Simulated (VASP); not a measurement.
Wanted: the native input for a VASP 6.6.1 run.

```
Task                   : single point
Functional             : LDA
Potentials or basis    : VASP PAW LDA potentials, release 64 (Ba_sv)
Cutoff                 : 500 eV
k mesh                 : 10 × 10 × 5
Occupations            : fermi-dirac, width 0.1 eV
Spin                   : no spin polarisation
Dipole correction      : no
Further INCAR settings : ALGO = Normal; EDIFF = 1e-06; NBANDS = 17
```

The structure of Ba lies in POSCAR:

```
Ba
1.0
    4.3961823920      0.0000000000      0.0000000000
   -2.1980911960      3.8072056311      0.0000000000
    0.0000000000      0.0000000000      7.1265896647
Ba
2
Direct
    0.3333333333      0.6666666667      0.2500000000
    0.6666666667      0.3333333333      0.7500000000
```

This isn't the form of Ba at room conditions, which is bcc.

The input as run:

INCAR

```
PREC     = Accurate       # precision mode
ENCUT    = 500            # plane-wave cutoff, eV
EDIFF    = 1E-6           # SCF threshold, eV
ISMEAR   = -1             # smearing method
SIGMA    = 0.1            # smearing width, eV
LREAL    = F              # projectors in reciprocal space
LASPH    = T              # aspherical terms in the spheres
NELM     = 120            # most SCF steps
ALGO     = Normal         # electronic algorithm
ISIF     = 2              # what is computed and relaxed
LWAVE    = F              # write WAVECAR
LCHARG   = T              # write CHGCAR
LELF     = T              # ELF
LVHAR    = T            
NBANDS   = 17             # bands
GGA_COMPAT= F
```

KPOINTS

```
regular mesh
0
Gamma
  10 10 5
```

Potentials or basis: VASP PAW LDA potentials, release 64 (Ba_sv).

Launch:

```sh
$ cat potpaw_LDA.64/Ba_sv/POTCAR > POTCAR
$ mpirun -np 1 vasp_std > vasp.out
```

Results of the run:

* Pressure: -0.8 GPa
* Band gap on the k mesh: zero (bands 10 and 11 overlap by 0.34 eV)

Caveat: spin-orbit coupling is left out, which moves the levels of the heavy elements.

Wall time 47 s on 1 thread of Intel(R) Xeon(R) 6975P-C (Granite Rapids), with other jobs on the host, peak memory 0.21 GiB.
